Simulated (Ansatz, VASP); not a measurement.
# One calculation of RbBr, two programs

File POSCAR:

```
RbBr
1.0
    0.0000000000      3.8694971258      3.8694971258
    3.8694971258      0.0000000000      3.8694971258
    3.8694971258      3.8694971258      0.0000000000
Rb Br
1 1
Direct
    0.0000000000      0.0000000000      0.0000000000
    0.2500000000      0.2500000000      0.2500000000
```

INCAR.step1

```
SYSTEM = RbBr
  PREC = Accurate
  ENCUT = 520
  EDIFF = 1E-5
  ISMEAR = 0
  SIGMA = 0.01
  LREAL = .FALSE.
  LASPH = .TRUE.
  NELM = 100
  ALGO = Normal
  ISIF = 2
  LWAVE = .TRUE.
  LCHARG = .FALSE.
  NBANDS = 15
  GGA = PE
```

The input INCAR.step2:

```
SYSTEM = RbBr
  PREC = Accurate
  ENCUT = 520
  EDIFF = 1E-6
  ISMEAR = 0
  SIGMA = 0.01
  LREAL = .FALSE.
  LASPH = .TRUE.
  NELM = 100
  ALGO = Normal
  ISIF = 2
  LWAVE = .FALSE.
  LCHARG = .FALSE.
  GGA = PE
  LHFCALC = .TRUE.
  AEXX = 1.0
  ALDAC = 0.0
  AGGAC = 0.0
  PRECFOCK = Normal
  NBANDS = 15
  ISTART = 1
```

KPOINTS

```
Automatic mesh
0
G
  4 4 4
  0 0 0
```

Input for Ansatz:

```yaml
crystal:
  lattice:
    - [0.0, 3.8694971258, 3.8694971258]
    - [3.8694971258, 0.0, 3.8694971258]
    - [3.8694971258, 3.8694971258, 0.0]
  atoms:
    - { symbol: Rb, position: [0.0, 0.0, 0.0] }
    - { symbol: Br, position: [0.25, 0.25, 0.25] }
kpoints:
  mp_grid: { grid: [4, 4, 4] }
  band_path:
    path:
      - [0.0, 0.0, 0.0]
      - [-0.5, -0.5, 0.0]
      - [-0.375, -0.375, 0.25]
      - [-0.375, 0.0, 0.375]
      - [0.0, 0.0, 0.5]
      - [-0.5, -0.25, 0.25]
      - [0.0, 0.5, 0.5]
    npoints: 1
hamiltonian:
  xc: hf
scf:
  occupations: { method: fixed }
  n_extra_bands: 4
output:
  forces: true
  stress: true
  eigenvalues: true
```

Alike in both runs: task single point; functional HF; k mesh 4 × 4 × 4; no spin polarisation.

|  | VASP | Ansatz |
| --- | --- | --- |
| version | VASP 6.6.1 | Ansatz 0.2.0 |
| potentials or method | VASP PAW PBE potentials, release 64 (Rb_sv, Br) | plane waves, PAW |
| plane-wave cutoff (eV) | 520 | 420 |
| occupations | gaussian, width 0.01 eV | fixed |
| valence electrons in the cell | 16 | 16 |

|  | VASP | Ansatz | Ansatz less VASP |
| --- | --- | --- | --- |
| gap on the k mesh at the Fermi level (eV) | 10.98 | 10.95 | -0.032 |
| pressure (GPa) | 0.9 | 1.0 | +0.08 |

VASP's potentials were made for PBE, not for HF. Ansatz's warnings: stress exchange threshold loose, stress scf threshold loose.
